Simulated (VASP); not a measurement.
# V (Im-3m) in VASP: a series of runs

Runs on V. Level: LDA. Tasks: single point.

Program: VASP 6.6.1. These are calculated values, not measurements. Logs are shortened: lines on timing, memory, paths and dates and some standing lists are left out, and cuts for length are marked.

### Step 1. The cell of the first run

The structure is cubic, space group Im-3m (No. 229). Conventional cell: a = 3.026 Å, b = 3.026 Å, c = 3.026 Å, α = 90.00°, β = 90.00°, γ = 90.00°. V (site symmetry m-3m) has 14 V at 2.62 to 3.03 Å within 3.5 Å.

### Step 2. Single point, LDA

Input file INCAR:

```
PREC = Accurate ; ENCUT = 500
EDIFF = 1E-6 ; ISMEAR = 0
SIGMA = 0.1 ; LREAL = F
LASPH = T ; NELM = 120
ALGO = Normal ; ISIF = 2
LWAVE = F ; LCHARG = F
NBANDS = 12 ; GGA_COMPAT = F
```

Input file KPOINTS:

```
Automatic mesh
0
Gamma
  8 8 8
```

Input file POSCAR:

```
V
1.0
   -1.5129450000      1.5129450000      1.5129450000
    1.5129450000     -1.5129450000      1.5129450000
    1.5129450000      1.5129450000     -1.5129450000
V
1
Direct
    0.0000000000      0.0000000000      0.0000000000
```

Potentials or basis: VASP PAW LDA potentials, release 64 (V_sv).

On the command line:

```bash
$ cat potpaw_LDA.64/V_sv/POTCAR > POTCAR
$ mpirun -np 1 vasp_std > vasp.out
```

OUTCAR:

```text
PREC = Accurate
   ENCUT = 500
   EDIFF = 1E-6
   ISMEAR = 0
   LREAL = F
   LASPH = T
   NELM = 120
   ISIF = 2

 ion  position               nearest neighbor table
   1  0.000  0.000  0.000-

  LATTYP: Found a body centered cubic cell.
 ALAT       =     3.0258900000

  Lattice vectors:

 A1 = (  -1.5129450000,   1.5129450000,   1.5129450000)
 A2 = (   1.5129450000,  -1.5129450000,   1.5129450000)
 A3 = (   1.5129450000,   1.5129450000,  -1.5129450000)

Analysis of symmetry for initial positions (statically):
=====================================================================
 Subroutine PRICEL returns:
 Original cell was already a primitive cell.

 Routine SETGRP: Setting up the symmetry group for a
 body centered cubic supercell.

 Subroutine GETGRP returns: Found 48 space group operations
 (whereof 48 operations were pure point group operations)
 out of a pool of 48 trial point group operations.

The static configuration has the point symmetry O_h .

Analysis of symmetry for dynamics (positions and initial velocities):
=====================================================================
 Subroutine PRICEL returns:
 Original cell was already a primitive cell.

 Routine SETGRP: Setting up the symmetry group for a
 body centered cubic supercell.

 Subroutine GETGRP returns: Found 48 space group operations
 (whereof 48 operations were pure point group operations)
 out of a pool of 48 trial point group operations.

The dynamic configuration has the point symmetry O_h .

 Subroutine INISYM returns: Found 48 space group operations
 (whereof 48 operations are pure point group operations),
 and found     1 'primitive' translations

----------------------------------------------------------------------------------------

                                     Primitive cell

  volume of cell :      13.8525

  direct lattice vectors                    reciprocal lattice vectors
    -1.512945000  1.512945000  1.512945000     0.000000000  0.330481280  0.330481280
     1.512945000 -1.512945000  1.512945000     0.330481280  0.000000000  0.330481280
     1.512945000  1.512945000 -1.512945000     0.330481280  0.330481280  0.000000000

  length of vectors
     2.620497609  2.620497609  2.620497609     0.467371108  0.467371108  0.467371108

  position of ions in fractional coordinates (direct lattice)
     0.000000000  0.000000000  0.000000000

  ion indices of the primitive-cell ions
   primitive index   ion index
                 1           1

----------------------------------------------------------------------------------------

 KPOINTS: Automatic mesh

Automatic generation of k-mesh.
 Grid dimensions read from file:
 generate k-points for:    8    8    8

 Generating k-lattice:

  Cartesian coordinates                     Fractional coordinates (reciprocal lattice)
     0.000000000  0.041310160  0.041310160     0.125000000  0.000000000  0.000000000
     0.041310160  0.000000000  0.041310160     0.000000000  0.125000000  0.000000000
     0.041310160  0.041310160  0.000000000     0.000000000  0.000000000  0.125000000

  Length of vectors
     0.058421389  0.058421389  0.058421389

  Shift w.r.t. Gamma in fractional coordinates (k-lattice)
     0.000000000  0.000000000  0.000000000

 Subroutine IBZKPT returns following result:
 ===========================================

 Found     29 irreducible k-points:

 Following reciprocal coordinates:
            Coordinates               Weight
  0.000000  0.000000  0.000000      1.000000
  0.125000  0.000000  0.000000     12.000000
  0.250000  0.000000  0.000000     12.000000
  0.375000  0.000000  0.000000     12.000000
  0.500000  0.000000  0.000000      6.000000
  0.125000  0.125000  0.000000     24.000000
[... 16 lines left out ...]
 -0.250000  0.250000  0.250000      6.000000
 -0.375000  0.375000  0.250000     24.000000
 [... further k-points ...]
   k-points           NKPTS =     29   k-points in BZ     NKDIM =     29   number of bands    NBANDS=     12
   number of dos      NEDOS =    301   number of ions     NIONS =      1
   total plane-waves  NPLWV =   8000
   dimension x,y,z NGX =    20 NGY =   20 NGZ =   20
   dimension x,y,z NGXF=    40 NGYF=   40 NGZF=   40
   ions per type =               1
   NGX,Y,Z   is equivalent  to a cutoff of  12.69, 12.69, 12.69 a.u.
   NGXF,Y,Z  is equivalent  to a cutoff of  25.38, 25.38, 25.38 a.u.
 SYSTEM =  unknown system
   PREC   = accura    normal or accurate (medium, high low for compatibility)
   ISTART =      0    job   : 0-new  1-cont  2-samecut
   ICHARG =      2    charge: 1-file 2-atom 10-const
   ISPIN  =      1    spin polarized calculation?
   LNONCOLLINEAR =      F non collinear calculations
   LSORBIT =      F    spin-orbit coupling
   LASPH  =      T    aspherical Exc in radial PAW
   ENCUT  =  500.0 eV  36.75 Ry    6.06 a.u.   4.78  4.78  4.78*2*pi/ulx,y,z
   NELM   =    120;   NELMIN=  2; NELMDL= -5     # of ELM steps
   EDIFF  = 0.1E-05   stopping-criterion for ELM
   LREAL  =      F    real-space projection
   EDIFFG = 0.1E-04   stopping-criterion for IOM
   NSW    =      0    number of steps for IOM
   IBRION =     -1    ionic relax: 0-MD 1-quasi-New 2-CG
   NFREE  =      0    steps in history (QN), initial steepest desc. (CG)
   ISIF   =      2    stress and relaxation
   ISYM   =      2    0-nonsym 1-usesym 2-fastsym
   POTIM  = 0.5000    time-step for ionic-motion
   TEBEG  =    0.0;   TEEND  =   0.0 temperature during run
   PSTRESS=    0.0 pullay stress
   NELECT =      13.0000    total number of electrons
   NUPDOWN=      -1.0000    fix difference up-down
   EMIN   =  10.00;   EMAX   =-10.00  energy-range for DOS
   EFERMI =   0.00;   METHOD = LEGACY
   ISMEAR =     0;   SIGMA  =   0.10  broadening in eV -4-tet -1-fermi 0-gaus
   EFERMI_NEDOS =   21; number of points for ismear=-14 and -15
   IALGO  =     38    algorithm
   IMIX   =      4    mixing-type and parameters
     AMIX     =   0.40;   BMIX     =  1.00
     AMIX_MAG =   1.60;   BMIX_MAG =  1.00
  volume/ion in A,a.u.               =      13.85        93.48
  Fermi-wavevector in a.u.,A,eV,Ry     =   1.602801  3.028854 34.952953  2.568970
  Thomas-Fermi vector in A             =   2.699564
   LORBIT       =      0    0 simple, 1 ext, 2 COOP (PROOUT), +10 PAW based schemes
   GGA     = CA    functional components
   LHFCALC =     F    Hartree Fock is set to
   AEXX    =    0.0000 exact exchange contribution
   IVDW    =     0    specifies the selected vdW correction
   LEPSILON=     F    determine dielectric tensor
   LRPA    =     F    only Hartree local field effects (RPA)
 non-spin polarized calculation
 Gauss-broadening in eV      SIGMA  =   0.10
  energy-cutoff  :      500.00
  volume of cell :       13.85
 maximum number of plane-waves:       370
   NGX =  9   NGY =  9   NGZ =  9

 number of electron      12.9999996 magnetization

 Free energy of the ion-electron system (eV)
  ---------------------------------------------------
  ext. energy  EPLUGINS =         0.00000000
  ---------------------------------------------------
  free energy    TOTEN  =        -9.89353579 eV

  energy without entropy =       -9.88380010  energy(sigma->0) =       -9.88866795

 E-fermi :   9.1587     XC(G=0): -13.0674

 val. band max:        9.1379365658   @ k =   0.2500   0.0000   0.0000
 cond. band min:       9.1664439756   @ k =  -0.2500   0.2500   0.1250
 fundamental gap:      0.0285074098
 Fermi energy:         9.1587378647

 k-point     1 :       0.0000    0.0000    0.0000
  band No.  band energies     occupation
      1     -53.8092      2.00000
      2     -27.5598      2.00000
      3     -27.5598      2.00000
      4     -27.5598      2.00000
      5       2.6820      2.00000
      6       9.5494      0.00000
      7       9.5494      0.00000
      8       9.5494      0.00000
      9      11.4737      0.00000
     10      11.4737      0.00000
     11      29.4621      0.00000
     12      29.4621      0.00000

 k-point     2 :       0.1250    0.0000    0.0000
  band No.  band energies     occupation
      1     -53.7821      2.00000
      2     -27.6892      2.00000
      3     -27.5996      2.00000
      4     -27.5606      2.00000
      5       3.2838      2.00000
      6       9.3047      0.03901
      7       9.4706      0.00001
      8       9.9782      0.00000
      9      11.2414      0.00000
     10      11.4934      0.00000
     11      28.2919      0.00000
     12      29.2033      0.00000

 k-point     3 :       0.2500    0.0000    0.0000
  band No.  band energies     occupation
      1     -53.7163      2.00000
      2     -27.9946      2.00000
      3     -27.6947      2.00000
      4     -27.5627      2.00000
      5       4.7882      2.00000
      6       8.7568      2.00000
      7       9.1379      1.23138
      8      11.1212      0.00000
      9      11.1649      0.00000
     10      11.5810      0.00000
     11      24.9763      0.00000
     12      27.5178      0.00000
[... 286 lines left out ...]
 k-point    23 :      -0.2500    0.2500    0.2500
  band No.  band energies     occupation
      1     -53.6374      2.00000
      2     -28.0114      2.00000
      3     -27.8424      2.00000
      4     -27.8424      2.00000
      5       6.3062      2.00000
      6       8.6153      2.00000
      7       9.9794      0.00000
      8       9.9794      0.00000
      9      11.0611      0.00000
     10      12.6098      0.00000
     11      26.2193      0.00000
     12      26.3824      0.00000

 k-point    24 :      -0.3750    0.3750    0.2500
  band No.  band energies     occupation
      1     -53.5811      2.00000
      2     -28.1880      2.00000
      3     -27.9449      2.00000
      4     -27.8680      2.00000
      5       6.9975      2.00000
      6       7.7316      2.00000
      7       9.9936      0.00000
      8      10.5630      0.00000
      9      12.2211      0.00000
     10      13.9705      0.00000
     11      21.9718      0.00000
     12      24.1783      0.00000

 [... further k-points ...]

------------------------ aborting loop because EDIFF is reached ----------------------------------------

  FORCE on cell =-STRESS in cart. coord.  units (eV):
  Direction    XX          YY          ZZ          XY          YZ          ZX
  --------------------------------------------------------------------------------------
  -------------------------------------------------------------------------------------
  Total       -1.5819760     -1.5819760     -1.5819760      0.0000000     -0.0000000     -0.0000000
  in kB     -182.9704976   -182.9704976   -182.9704976      0.0000000     -0.0000000     -0.0000000
  external PRESSURE =    -182.9704976 kB  Pullay stress =       0.0000000 kB

 VOLUME and BASIS-vectors are now :
 -----------------------------------------------------------------------------
  energy-cutoff  :      500.00
  volume of cell :       13.85
      direct lattice vectors                 reciprocal lattice vectors
    -1.512945000  1.512945000  1.512945000     0.000000000  0.330481280  0.330481280
     1.512945000 -1.512945000  1.512945000     0.330481280  0.000000000  0.330481280
     1.512945000  1.512945000 -1.512945000     0.330481280  0.330481280  0.000000000

 POSITION                                       TOTAL-FORCE (eV/Angst)
 -----------------------------------------------------------------------------------
      0.00000      0.00000      0.00000        -0.000000      0.000000      0.000000
 -----------------------------------------------------------------------------------
    total drift:                                0.000000      0.000000      0.000000

  FREE ENERGIE OF THE ION-ELECTRON SYSTEM (eV)
  ---------------------------------------------------
  free  energy   TOTEN  =        -9.8935357941 eV

  energy  without entropy=       -9.8838001035  energy(sigma->0) =       -9.88866795
```

Run time: 6.3 s. Hardware: 1 thread of Intel Xeon Platinum 8259CL at 2.50GHz (Skylake/Cascade Lake), shared host; peak memory 0.12 GiB.

Results:

```
Free energy            : -9.8935 eV
Pressure               : -18.3 GPa
Band gap on the k mesh : zero (an odd number of electrons rules out a gap without spin polarisation)
```

Levels at points of the mesh, in eV from the Fermi level:
| k point | band 2 | band 3 | band 4 | band 5 | band 6 | band 7 | band 8 | band 9 | band 10 | band 11 |
| --- | --- | --- | --- | --- | --- | --- | --- | --- | --- | --- |
| (0.00, 0.00, 0.00) | -36.72 | -36.72 | -36.72 | -6.48 | 0.39 | 0.39 | 0.39 | 2.31 | 2.31 | 20.30 |
| (0.50, 0.00, 0.00) | -37.57 | -36.99 | -36.72 | -3.09 | -1.09 | 1.62 | 2.32 | 2.66 | 3.99 | 9.84 |
| (0.50, 0.50, 0.50) | -37.30 | -37.30 | -37.30 | -2.89 | -2.89 | 3.61 | 3.61 | 3.61 | 9.94 | 9.94 |

Caveat: the k points lie up to 0.37 Å⁻¹ apart, too coarse for converged energies and pressures of a metal.

(Part 1 of 2 ends here.)

The gap in the log of VASP goes by the Fermi energy; the results here count the filled bands.